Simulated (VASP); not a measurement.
# Cd5O2 in VASP: notebook, part 2 of 2

VASP 6.6.1. Earlier steps stand in the parts before.

## Step 3: Single point, PBE

INCAR reads:

```
PREC = Accurate
ENCUT = 520
EDIFF = 1E-7
ISMEAR = 0
SIGMA = 0.2
LREAL = F
LASPH = T
NELM = 80
ALGO = Normal
ISIF = 2
LWAVE = F
LCHARG = F
GGA = PE
NBANDS = 45
```

KPOINTS reads:

```
regular mesh
0
Gamma
  6 6 2
```

POSCAR reads:

```
Cd5O2
1.0
    3.3574763418      0.0000000000      0.0000000000
   -1.6787381709      2.9076598046      0.0000000000
    0.0000000000      0.0000000000     12.7565072060
Cd O
5 2
Direct
    0.0000000000      0.0000000000      0.0000000000
    0.3333333333      0.6666666667      0.2198482721
    0.6666666667      0.3333333333      0.7801517279
    0.6666666667      0.3333333333      0.4070740540
    0.3333333333      0.6666666667      0.5929259460
    0.3333333333      0.6666666667      0.8909591971
    0.6666666667      0.3333333333      0.1090408029
```

Potentials or basis: VASP PAW PBE potentials, release 64 (Cd, O).

Run with:

```
$ cat potpaw_PBE.64/Cd/POTCAR potpaw_PBE.64/O/POTCAR > POTCAR
$ mpirun -np 1 vasp_std > vasp.out
```

OUTCAR:

```text
PREC = Accurate
   ENCUT = 520
   EDIFF = 1E-7
   ISMEAR = 0
   LREAL = F
   LASPH = T
   NELM = 80
   ISIF = 2
   GGA = PE

 ion  position               nearest neighbor table
   1  0.000  0.000  0.000-   6 2.39   7 2.39   6 2.39   7 2.39   7 2.39   6 2.39   2 3.41   3 3.41
                             2 3.41   3 3.41   2 3.41   3 3.41
   2  0.333  0.667  0.220-   7 2.40   7 2.40   7 2.40   4 3.08   4 3.08   4 3.08   1 3.41   1 3.41
                             1 3.41
   3  0.667  0.333  0.780-   6 2.40   6 2.40   6 2.40   5 3.08   5 3.08   5 3.08   1 3.41   1 3.41
                             1 3.41
   4  0.667  0.333  0.407-   5 3.06   5 3.06   5 3.06   2 3.08   2 3.08   2 3.08
   5  0.333  0.667  0.593-   4 3.06   4 3.06   4 3.06   3 3.08   3 3.08   3 3.08
   6  0.333  0.667  0.891-   1 2.39   1 2.39   1 2.39   3 2.40   3 2.40   3 2.40
   7  0.667  0.333  0.109-   1 2.39   1 2.39   1 2.39   2 2.40   2 2.40   2 2.40

  LATTYP: Found a hexagonal cell.
 ALAT       =     3.3574763418
 C/A-ratio  =     3.7994332372

  Lattice vectors:

 A1 = (   3.3574763418,   0.0000000000,   0.0000000000)
 A2 = (  -1.6787381709,   2.9076598046,   0.0000000000)
 A3 = (   0.0000000000,   0.0000000000,  12.7565072060)

Analysis of symmetry for initial positions (statically):
=====================================================================
 Subroutine PRICEL returns:
 Original cell was already a primitive cell.

 Routine SETGRP: Setting up the symmetry group for a
 hexagonal supercell.

 Subroutine GETGRP returns: Found 12 space group operations
 (whereof 12 operations were pure point group operations)
 out of a pool of 24 trial point group operations.

The static configuration has the point symmetry D_3d.

Analysis of symmetry for dynamics (positions and initial velocities):
=====================================================================
 Subroutine PRICEL returns:
 Original cell was already a primitive cell.

 Routine SETGRP: Setting up the symmetry group for a
 hexagonal supercell.

 Subroutine GETGRP returns: Found 12 space group operations
 (whereof 12 operations were pure point group operations)
 out of a pool of 24 trial point group operations.

The dynamic configuration has the point symmetry D_3d.

 Subroutine INISYM returns: Found 12 space group operations
 (whereof 12 operations are pure point group operations),
 and found     1 'primitive' translations

----------------------------------------------------------------------------------------

                                     Primitive cell

  volume of cell :     124.5341

  direct lattice vectors                    reciprocal lattice vectors
     3.357476342  0.000000000  0.000000000     0.297842754  0.171959594  0.000000000
    -1.678738171  2.907659805  0.000000000     0.000000000  0.343919188  0.000000000
     0.000000000  0.000000000 12.756507206     0.000000000  0.000000000  0.078391364

  length of vectors
     3.357476342  3.357476342 12.756507206     0.343919188  0.343919188  0.078391364

  position of ions in fractional coordinates (direct lattice)
     0.000000000  0.000000000  0.000000000
     0.333333333  0.666666667  0.219848272
     0.666666667  0.333333333  0.780151728
[... 50 lines left out ...]
  0.000000  0.000000  0.500000      1.000000
  0.166667  0.000000  0.500000      6.000000
  0.333333  0.000000  0.500000      6.000000
  0.500000  0.000000  0.500000      3.000000
  0.166667  0.166667  0.500000      6.000000
  0.333333  0.166667  0.500000     12.000000
  0.333333  0.333333  0.500000      2.000000
   k-points           NKPTS =     14   k-points in BZ     NKDIM =     14   number of bands    NBANDS=     45
   number of dos      NEDOS =    301   number of ions     NIONS =      7
   total plane-waves  NPLWV =  75264
   dimension x,y,z NGX =    28 NGY =   28 NGZ =   96
   dimension x,y,z NGXF=    56 NGYF=   56 NGZF=  192
   ions per type =               5   2
   NGX,Y,Z   is equivalent  to a cutoff of  13.86, 13.86, 12.51 a.u.
   NGXF,Y,Z  is equivalent  to a cutoff of  27.73, 27.73, 25.02 a.u.
 SYSTEM =  unknown system
   PREC   = accura    normal or accurate (medium, high low for compatibility)
   ISTART =      0    job   : 0-new  1-cont  2-samecut
   ICHARG =      2    charge: 1-file 2-atom 10-const
   ISPIN  =      1    spin polarized calculation?
   LNONCOLLINEAR =      F non collinear calculations
   LSORBIT =      F    spin-orbit coupling
   LASPH  =      T    aspherical Exc in radial PAW
   ENCUT  =  520.0 eV  38.22 Ry    6.18 a.u.   6.24  6.24 23.72*2*pi/ulx,y,z
   NELM   =     80;   NELMIN=  2; NELMDL= -5     # of ELM steps
   EDIFF  = 0.1E-06   stopping-criterion for ELM
   LREAL  =      F    real-space projection
   EDIFFG = 0.1E-05   stopping-criterion for IOM
   NSW    =      0    number of steps for IOM
   IBRION =     -1    ionic relax: 0-MD 1-quasi-New 2-CG
   NFREE  =      0    steps in history (QN), initial steepest desc. (CG)
   ISIF   =      2    stress and relaxation
   ISYM   =      2    0-nonsym 1-usesym 2-fastsym
   POTIM  = 0.5000    time-step for ionic-motion
   TEBEG  =    0.0;   TEEND  =   0.0 temperature during run
   PSTRESS=    0.0 pullay stress
   NELECT =      72.0000    total number of electrons
   NUPDOWN=      -1.0000    fix difference up-down
   EMIN   =  10.00;   EMAX   =-10.00  energy-range for DOS
   EFERMI =   0.00;   METHOD = LEGACY
   ISMEAR =     0;   SIGMA  =   0.20  broadening in eV -4-tet -1-fermi 0-gaus
   EFERMI_NEDOS =   21; number of points for ismear=-14 and -15
   IALGO  =     38    algorithm
   IMIX   =      4    mixing-type and parameters
     AMIX     =   0.40;   BMIX     =  1.00
     AMIX_MAG =   1.60;   BMIX_MAG =  1.00
  volume/ion in A,a.u.               =      17.79       120.06
  Fermi-wavevector in a.u.,A,eV,Ry     =   1.363817  2.577241 25.306807  1.859998
  Thomas-Fermi vector in A             =   2.490187
   LORBIT       =      0    0 simple, 1 ext, 2 COOP (PROOUT), +10 PAW based schemes
   GGA     = PE    functional components
   LHFCALC =     F    Hartree Fock is set to
   AEXX    =    0.0000 exact exchange contribution
   IVDW    =     0    specifies the selected vdW correction
   LEPSILON=     F    determine dielectric tensor
   LRPA    =     F    only Hartree local field effects (RPA)
 non-spin polarized calculation
 Gauss-broadening in eV      SIGMA  =   0.20
  energy-cutoff  :      520.00
  volume of cell :      124.53
 maximum number of plane-waves:      3396
 NGX is ok and might be reduce to    28
   NGX = 13   NGY = 13   NGZ = 47

 number of electron      72.0000010 magnetization

 Free energy of the ion-electron system (eV)
  ---------------------------------------------------
  ext. energy  EPLUGINS =         0.00000000
  ---------------------------------------------------
  free energy    TOTEN  =       -17.29497362 eV

  energy without entropy =      -17.24581464  energy(sigma->0) =      -17.27039413

 E-fermi :   2.7260     XC(G=0): -10.9793

 val. band max:        2.6607182651   @ k =   0.3333   0.1667   0.0000
 cond. band min:       2.7436054226   @ k =   0.1667   0.0000   0.5000
 fundamental gap:      0.0828871575
 Fermi energy:         2.7260066534

 k-point     1 :       0.0000    0.0000    0.0000
  band No.  band energies     occupation
      1     -15.7174      2.00000
      2     -15.3742      2.00000
      3      -6.5394      2.00000
      4      -6.4264      2.00000
      5      -6.2595      2.00000
      6      -6.2595      2.00000
[... 661 lines left out ...]
     44       8.0532      0.00000
     45       8.3814      0.00000

------------------------ aborting loop because EDIFF is reached ----------------------------------------

  FORCE on cell =-STRESS in cart. coord.  units (eV):
  Direction    XX          YY          ZZ          XY          YZ          ZX
  --------------------------------------------------------------------------------------
  -------------------------------------------------------------------------------------
  Total        0.7241301      0.7241301      0.0321961     -0.0000000      0.0000000      0.0000000
  in kB        9.3162014      9.3162014      0.4142146     -0.0000000      0.0000000      0.0000000
  external PRESSURE =       6.3488725 kB  Pullay stress =       0.0000000 kB

 VOLUME and BASIS-vectors are now :
 -----------------------------------------------------------------------------
  energy-cutoff  :      520.00
  volume of cell :      124.53
      direct lattice vectors                 reciprocal lattice vectors
     3.357476342  0.000000000  0.000000000     0.297842754  0.171959594  0.000000000
    -1.678738171  2.907659805  0.000000000     0.000000000  0.343919188  0.000000000
     0.000000000  0.000000000 12.756507206     0.000000000  0.000000000  0.078391364

 POSITION                                       TOTAL-FORCE (eV/Angst)
 -----------------------------------------------------------------------------------
      0.00000      0.00000      0.00000         0.000000      0.000000      0.000000
     -0.00000      1.93844      2.80450        -0.000000      0.000000      0.086449
      1.67874      0.96922      9.95201         0.000000     -0.000000     -0.086449
      1.67874      0.96922      5.19284        -0.000000      0.000000      0.007161
     -0.00000      1.93844      7.56366        -0.000000      0.000000     -0.007161
     -0.00000      1.93844     11.36553         0.000000      0.000000     -0.043305
      1.67874      0.96922      1.39098        -0.000000     -0.000000      0.043305
 -----------------------------------------------------------------------------------
    total drift:                                0.000000     -0.000000      0.000000

  FREE ENERGIE OF THE ION-ELECTRON SYSTEM (eV)
  ---------------------------------------------------
  free  energy   TOTEN  =       -17.2949736235 eV

  energy  without entropy=      -17.2458146379  energy(sigma->0) =      -17.27039413
```

OSZICAR:

```text
N       E                     dE             d eps       ncg     rms          rms(c)
DAV:   1     0.642818264808E+03    0.64282E+03   -0.38942E+04  1292   0.162E+03
DAV:   2     0.169136840685E+02   -0.62590E+03   -0.60258E+03  1333   0.440E+02
DAV:   3    -0.216911926092E+02   -0.38605E+02   -0.38236E+02  1394   0.112E+02
DAV:   4    -0.221175294497E+02   -0.42634E+00   -0.42526E+00  1370   0.111E+01
DAV:   5    -0.221194345940E+02   -0.19051E-02   -0.19050E-02  1369   0.655E-01    0.154E+01
DAV:   6    -0.176484142446E+02    0.44710E+01   -0.26479E+01  1782   0.460E+01    0.119E+01
DAV:   7    -0.173673452614E+02    0.28107E+00   -0.59225E+00  1411   0.139E+01    0.799E+00
DAV:   8    -0.173278634929E+02    0.39482E-01   -0.10402E+00  1376   0.680E+00    0.203E+00
DAV:   9    -0.172975028551E+02    0.30361E-01   -0.89272E-02  1517   0.279E+00    0.664E-01
DAV:  10    -0.172953147012E+02    0.21882E-02   -0.17604E-02  1358   0.108E+00    0.278E-01
DAV:  11    -0.172949614093E+02    0.35329E-03   -0.26485E-03  1368   0.467E-01    0.139E-01
DAV:  12    -0.172950788416E+02   -0.11743E-03   -0.52893E-04  1559   0.267E-01    0.927E-02
DAV:  13    -0.172949705278E+02    0.10831E-03   -0.41234E-04  1493   0.177E-01    0.135E-02
DAV:  14    -0.172949736253E+02   -0.30975E-05   -0.42983E-05  1345   0.462E-02    0.772E-03
DAV:  15    -0.172949735449E+02    0.80365E-07   -0.24881E-06  1406   0.145E-02    0.315E-03
DAV:  16    -0.172949736694E+02   -0.12453E-06   -0.19338E-07  1035   0.374E-03    0.153E-03
DAV:  17    -0.172949736235E+02    0.45901E-07   -0.90625E-08   815   0.570E-03
   1 F= -.17294974E+02 E0= -.17270394E+02  d E =-.491590E-01
```

stdout:

```text
POSCAR found type information on POSCAR CdO
 POSCAR found :  2 types and       7 ions
 scaLAPACK will be used
 LDA part: xc-table for (Slater+PW92), standard interpolation
 POSCAR, INCAR and KPOINTS ok, starting setup
 FFT: planning ... GRIDC
 FFT: planning ... GRID_SOFT
 FFT: planning ... GRID
 WAVECAR not read
 entering main loop
```

It took 51 s on 1 thread of Intel Xeon 6975P-C (Granite Rapids), shared host; peak memory 0.28 GiB.

Results:

```
Free energy            : -17.2950 eV
Pressure               : 0.6 GPa
Largest force          : 0.086 eV/Å
Band gap on the k mesh : zero (bands 36 and 37 overlap by 1.44 eV)
```

Forces in eV/Å, atoms in the order of the input:
```
Cd   0.000  0.000  0.000
Cd   0.000  0.000  0.086
Cd   0.000  0.000 -0.086
Cd   0.000  0.000  0.007
Cd   0.000  0.000 -0.007
O    0.000  0.000 -0.043
O    0.000  0.000  0.043
```

Stress tensor (GPa, compression positive):
```
0.93 0.00 0.00
0.00 0.93 0.00
0.00 0.00 0.04
```

Caveat: the k points lie up to 0.36 Å⁻¹ apart, too coarse for converged energies and pressures of a metal.

## Step 4: Single point, PBE

INCAR reads:

```
PREC = Accurate ; ENCUT = 520
EDIFF = 1E-7 ; ISMEAR = 0
SIGMA = 0.2 ; LREAL = False
LASPH = True ; NELM = 100
ALGO = Normal ; ISIF = 2
LWAVE = False ; LCHARG = False
GGA = PE ; NBANDS = 45
```

KPOINTS reads:

```
Automatic mesh
0
Gamma
  6 6 2
```

POSCAR reads:

```
Cd5O2
1.0
    3.3953534407      0.0091324777      0.0011880553
   -1.6898200188      2.9069352165      0.0063574744
    0.0100677295      0.0301592735     12.5675254708
Cd O
5 2
Direct
    0.0003682896      0.0011115632      0.0000611501
    0.3324585508      0.6638855050      0.2219964896
    0.6679356506      0.3376452837      0.7778908443
    0.6701145334      0.3342245094      0.4083286955
    0.3281541142      0.6607507058      0.5916462227
    0.3329344177      0.6692402338      0.8900880249
    0.6680344437      0.3331421992      0.1099885729
```

Run with:

```
$ cat potpaw_PBE.64/Cd/POTCAR potpaw_PBE.64/O/POTCAR > POTCAR
$ mpirun -np 1 vasp_std > vasp.out
```

It took 2.1 min on 1 thread of Intel Xeon 6975P-C (Granite Rapids), shared host; peak memory 0.35 GiB.

It converged, with:

- Free energy: -17.3024 eV
- Pressure: 0.6 GPa
- Largest force: 0.050 eV/Å
- Band gap on the k mesh: zero (bands 36 and 37 overlap by 1.29 eV)

Forces in eV/Å, atoms in the order of the input:
```
Cd   0.001  0.000 -0.010
Cd  -0.001 -0.003  0.050
Cd   0.003  0.000 -0.036
Cd  -0.005 -0.001 -0.002
Cd   0.004  0.005  0.000
O    0.007  0.006 -0.001
O   -0.009 -0.006 -0.001
```

Stress tensor (GPa, compression positive):
```
 0.53 -0.03 -0.03
-0.03  0.61  0.03
-0.03  0.03  0.76
```

Levels at points of the mesh, in eV from the Fermi level:
| k point | band 34 | band 35 | band 36 | band 37 | band 38 | band 39 |
| --- | --- | --- | --- | --- | --- | --- |
| (0.00, 0.00, 0.00) | -2.42 | -1.88 | -1.84 | 0.19 | 0.50 | 4.26 |
| (0.50, 0.00, 0.00) | -2.22 | -2.08 | -0.79 | -0.39 | 1.17 | 2.08 |
| (0.00, 0.50, 0.00) | -2.13 | -2.12 | -0.75 | -0.29 | 1.22 | 2.21 |
| (0.50, 0.50, 0.00) | -2.19 | -2.11 | -0.75 | -0.35 | 1.18 | 2.12 |
| (0.00, 0.00, 0.50) | -1.95 | -1.88 | -1.84 | -1.18 | 1.76 | 3.06 |
| (0.50, 0.00, 0.50) | -2.27 | -2.08 | -0.93 | -0.06 | 0.99 | 1.85 |
| (0.00, 0.50, 0.50) | -2.18 | -2.13 | -0.89 | 0.07 | 1.01 | 1.92 |
| (0.50, 0.50, 0.50) | -2.23 | -2.11 | -0.90 | -0.02 | 1.01 | 1.89 |

## Step 5: Single point, PBE

INCAR reads:

```
ALGO     = Normal         # electronic algorithm
EDIFF    = 1E-6           # SCF threshold, eV
ENCUT    = 520            # plane-wave cutoff, eV
GGA      = PE             # functional
ISIF     = 2              # what is computed and relaxed
ISMEAR   = 0              # smearing method
LASPH    = True           # aspherical terms in the spheres
LCHARG   = False          # write CHGCAR
LREAL    = False          # projectors in reciprocal space
LWAVE    = False          # write WAVECAR
NBANDS   = 45             # bands
NELM     = 60             # most SCF steps
PREC     = Accurate       # precision mode
SIGMA    = 0.1            # smearing width, eV
```

KPOINTS reads:

```
k-points
0
Gamma
  12 12 4
```

POSCAR reads:

```
Cd5O2
1.0
    3.3574763418      0.0000000000      0.0000000000
   -1.6787381709      2.9076598046      0.0000000000
    0.0000000000      0.0000000000     12.7565072060
Cd O
5 2
Direct
    0.0000000000      0.0000000000      0.0000000000
    0.3333333333      0.6666666667      0.2198482721
    0.6666666667      0.3333333333      0.7801517279
    0.6666666667      0.3333333333      0.4070740540
    0.3333333333      0.6666666667      0.5929259460
    0.3333333333      0.6666666667      0.8909591971
    0.6666666667      0.3333333333      0.1090408029
```

Run with:

```
$ cat potpaw_PBE.64/Cd/POTCAR potpaw_PBE.64/O/POTCAR > POTCAR
$ mpirun -np 1 vasp_std > vasp.out
```

It took 2.9 min on 1 thread of Intel Xeon 6975P-C (Granite Rapids), shared host; peak memory 0.44 GiB.

Results (log left out):

| Quantity | Value |
| --- | --- |
| Free energy | -17.3231 eV |
| Pressure | 0.6 GPa |
| Largest force | 0.054 eV/Å |
| Band gap on the k mesh | zero (bands 36 and 37 overlap by 1.98 eV) |

Forces in eV/Å, atoms in the order of the input:
```
Cd   0.000  0.000  0.000
Cd   0.000  0.000  0.054
Cd   0.000  0.000 -0.054
Cd   0.000  0.000  0.000
Cd   0.000  0.000  0.000
O    0.000  0.000 -0.004
O    0.000  0.000  0.004
```

Stress tensor (GPa, compression positive):
```
0.59 0.00 0.00
0.00 0.59 0.00
0.00 0.00 0.70
```

Levels at points of the mesh, in eV from the Fermi level:
```csv
k point,band 32,band 33,band 34,band 35,band 36,band 37,band 38,band 39,band 40,band 41
"(0.00, 0.00, 0.00)",-3.30,-2.43,-2.43,-1.85,-1.85,0.09,0.34,3.99,5.03,9.97
"(0.50, 0.00, 0.00)",-3.08,-2.54,-2.20,-2.10,-0.81,-0.41,1.10,2.03,3.13,3.58
"(0.00, 0.00, 0.50)",-2.43,-2.43,-2.09,-1.85,-1.85,-1.31,1.69,2.77,6.79,7.39
"(0.50, 0.00, 0.50)",-3.09,-2.50,-2.25,-2.10,-0.95,-0.09,0.93,1.77,3.65,3.80
```

## Step 6: The runs side by side

```csv
cell,k mesh,smearing,gap on the mesh (eV),pressure (GPa),largest force (eV/Å)
"a = 3.373, b = 3.373, c = 12.632 Å, angles 90.0, 90.0, 120.0°, 7 atoms, atomic positions A",6 × 6 × 2,gaussian 0.2 eV,none,0.5,0.05
"a = 3.357, b = 3.357, c = 12.757 Å, angles 90.0, 90.0, 120.0°, 7 atoms, atomic positions B",6 × 6 × 2,gaussian 0.2 eV,none,0.6,0.09
"a = 3.395, b = 3.362, c = 12.568 Å, angles 89.8, 89.9, 120.0°, 7 atoms, atomic positions C",6 × 6 × 2,gaussian 0.2 eV,none,0.6,0.05
"a = 3.357, b = 3.357, c = 12.757 Å, angles 90.0, 90.0, 120.0°, 7 atoms, atomic positions B",12 × 12 × 4,gaussian 0.1 eV,none,0.6,0.05
```

Alike in all rows: task single point; level PBE; potentials or basis VASP PAW PBE potentials, release 64 (Cd, O); no spin polarisation; cutoff (eV) 520.

Caveats: some runs use coarse meshes.

Total energies depend on the potentials used, so only differences within one code and one set of settings carry meaning.

The gap in the log of VASP goes by the Fermi energy; the results here count the filled bands.